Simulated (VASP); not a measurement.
**Co: single point with PBE**

The system is Co.

```
Co
1.0
     2.50700    0.00000    0.00000
    -1.25350    2.17113    0.00000
     0.00000    0.00000    4.06900
Co
2
Direct
  0.33333 0.66667 0.25000
  0.66667 0.33333 0.75000
```

| Quantity | Value |
| --- | --- |
| Program | VASP 6.6.1 |
| Task | single point |
| Functional | PBE |
| Potentials or basis | VASP PAW PBE potentials, release 64 (Co) |
| Cutoff | 600 eV |
| k mesh | 4 × 4 × 2 |
| Occupations | gaussian, width 0.1 eV |
| Spin | collinear spin, antiferromagnetic start |
| Starting moments | [1.8, -1.8] μB |

```yaml
Pressure: -17.2 GPa
Band_gap_on_the_k_mesh: zero (filled and empty bands overlap)
Net_moment: 0.00 μB per cell
Valence_electrons_inside_the_program's_atomic_spheres: Co 8.23
```

Stress tensor (GPa, compression positive):
```
-19.90   0.00   0.00
  0.00 -19.90   0.00
  0.00   0.00 -11.87
```

Levels at points of the mesh, in eV from the Fermi level:
Spin up:
| k point | band 6 | band 7 | band 8 | band 9 | band 10 | band 11 | band 12 | band 13 |
| --- | --- | --- | --- | --- | --- | --- | --- | --- |
| (0.00, 0.00, 0.00) | -1.51 | -1.51 | -1.14 | -1.14 | -0.18 | -0.04 | -0.04 | 6.53 |
| (0.50, 0.00, 0.00) | -1.84 | -1.49 | 0.11 | 0.18 | 0.26 | 1.72 | 3.61 | 9.63 |
| (0.00, 0.00, 0.50) | -1.89 | -1.89 | -1.89 | -0.35 | -0.35 | -0.35 | -0.35 | 14.83 |
| (0.50, 0.00, 0.50) | -1.03 | -0.44 | -0.44 | 0.20 | 0.20 | 1.72 | 1.72 | 7.44 |
Spin down:
| k point | band 5 | band 6 | band 7 | band 8 | band 9 | band 10 | band 11 | band 12 | band 13 | band 14 |
| --- | --- | --- | --- | --- | --- | --- | --- | --- | --- | --- |
| (0.00, 0.00, 0.00) | -1.83 | -1.51 | -1.51 | -1.14 | -1.14 | -0.18 | -0.04 | -0.04 | 6.53 | 21.69 |
| (0.50, 0.00, 0.00) | -1.98 | -1.84 | -1.49 | 0.11 | 0.18 | 0.26 | 1.72 | 3.61 | 9.63 | 10.26 |
| (0.00, 0.00, 0.50) | -1.89 | -1.89 | -1.89 | -1.89 | -0.35 | -0.35 | -0.35 | -0.35 | 14.83 | 14.83 |
| (0.50, 0.00, 0.50) | -1.03 | -1.03 | -0.44 | -0.44 | 0.20 | 0.20 | 1.72 | 1.72 | 7.44 | 7.44 |

Wall time 21 s on 1 thread of Intel(R) Xeon(R) 6975P-C (Granite Rapids) (shared host), peak memory 0.14 GiB.

Caveat: the k points lie up to 0.77 Å⁻¹ apart; the starting moments collapsed, and a magnetic state may lie lower.
